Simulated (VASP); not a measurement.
# Nb: single point with PBEsol

Nb:

```
Nb
1.0
    -1.59656    1.59656    1.59656
     1.59656   -1.59656    1.59656
     1.59656    1.59656   -1.59656
Nb
1
Cartesian
  0.0000 0.0000 0.0000
```

| Property | Result |
| --- | --- |
| Program | VASP 6.6.1 |
| Task | single point |
| Functional | PBEsol |
| Potentials or basis | VASP PAW PBE potentials, release 64 (Nb_sv) |
| Cutoff | 520 eV |
| k mesh | 18 × 18 × 18 |
| Occupations | gaussian, width 0.1 eV |
| Spin | no spin polarisation |
| Dipole correction | no |
| Further INCAR settings | ALGO = Normal; EDIFF = 1e-06; NBANDS = 12 |

```
Pressure               : 14.7 GPa
Band gap on the k mesh : zero (an odd number of electrons rules out a gap without spin polarisation)
```

Levels at points of the mesh, in eV from the Fermi level:
| k point | band 3 | band 4 | band 5 | band 6 | band 7 | band 8 | band 9 | band 10 |
| --- | --- | --- | --- | --- | --- | --- | --- | --- |
| (0.00, 0.00, 0.00) | -29.24 | -29.24 | -6.14 | 0.31 | 0.31 | 0.31 | 3.57 | 3.57 |
| (0.50, 0.00, 0.00) | -29.82 | -29.26 | -4.20 | -2.01 | 2.83 | 3.68 | 4.45 | 7.27 |
| (0.50, 0.50, 0.50) | -30.50 | -30.50 | -4.38 | -4.38 | 6.35 | 6.35 | 6.35 | 9.95 |

It took 14 s on 1 thread of Intel(R) Xeon(R) 6975P-C (Granite Rapids), on a shared host, peak memory 0.16 GiB.

Caveat: the cell stands under pressure; the PAW data sets were made with another functional, which shifts forces and pressure a little.
